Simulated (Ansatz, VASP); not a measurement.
**Mo: VASP beside Ansatz**

```xyz
4
Lattice="2.6735 0.0000 0.0000 -1.3368 2.3154 0.0000 0.0000 0.0000 9.2593" Properties=species:S:1:pos:R:3 pbc="T T T"
Mo    2.6735    0.0000    0.0000
Mo    2.6735    0.0000    4.6297
Mo    0.0000    1.5436    2.3148
Mo    1.3368    0.7718    6.9445
```

Alike in both runs: task single point; functional PBEsol; k mesh 15 × 15 × 4; occupations fermi-dirac, width 0.1 eV; no spin polarisation.

```csv
,VASP,Ansatz
version,VASP 6.6.1,Ansatz 0.2.0
potentials or method,"VASP PAW PBE potentials, release 64 (Mo_sv), cutoff 520 eV","plane waves (420 eV) with PAW, scalar-relativistic"
valence electrons in the cell,56,56
```

Ansatz gave:

* pressure (GPa): 25.4
* traceless stress, the component that is largest in VASP (GPa): -2.62

**Question.** What did VASP give for the same quantities?

**Answer.** Pressure (GPa): 26.1; traceless stress, the component that is largest in VASP (GPa): -2.71.

VASP's potentials were made for PBE, not for PBEsol, and Ansatz warns of the same on its side. The functional is the same, so the differences come from potentials, cutoffs and numerics.
